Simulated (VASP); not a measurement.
Write the native input for VASP 6.6.1 that does the following.

```
Task                   : single point
Functional             : BLYP
Potentials or basis    : VASP PAW PBE potentials, release 64 (Li_sv)
Cutoff                 : 520 eV
k mesh                 : 14 × 14 × 14
Occupations            : fermi-dirac, width 0.1 eV
Spin                   : no spin polarisation
Dipole correction      : no
Further INCAR settings : ALGO = Normal; EDIFF = 1e-07; NBANDS = 8
```

The structure of Li lies in POSCAR:

```
Li
1.0
    0.0000000000      2.1834978647      2.1834978647
    2.1834978647      0.0000000000      2.1834978647
    2.1834978647      2.1834978647      0.0000000000
Li
1
Direct
    0.0000000000      0.0000000000      0.0000000000
```

This cell differs from its parent crystal: volume scaled by 1.04.

One way to write it, as run:

INCAR

```
PREC = Accurate
ENCUT = 520
EDIFF = 1E-7
ISMEAR = -1
SIGMA = 0.1
LREAL = False
LASPH = True
NELM = 60
ALGO = Normal
ISIF = 2
LWAVE = False
LCHARG = False
GGA = B5
ALDAX = 1.0
AGGAX = 1.0
AGGAC = 1.0
ALDAC = 0.0
NBANDS = 8
```

KPOINTS

```
regular mesh
0
Gamma
  14 14 14
```

Potentials or basis: VASP PAW PBE potentials, release 64 (Li_sv).

Run with:

```sh
$ cat potpaw_PBE.64/Li_sv/POTCAR > POTCAR
$ mpirun -np 1 vasp_std > vasp.out
```

Run time: 7.5 s on 1 thread of Intel(R) Xeon(R) Platinum 8488C (Sapphire Rapids), with other jobs on the host, peak memory 0.13 GiB.
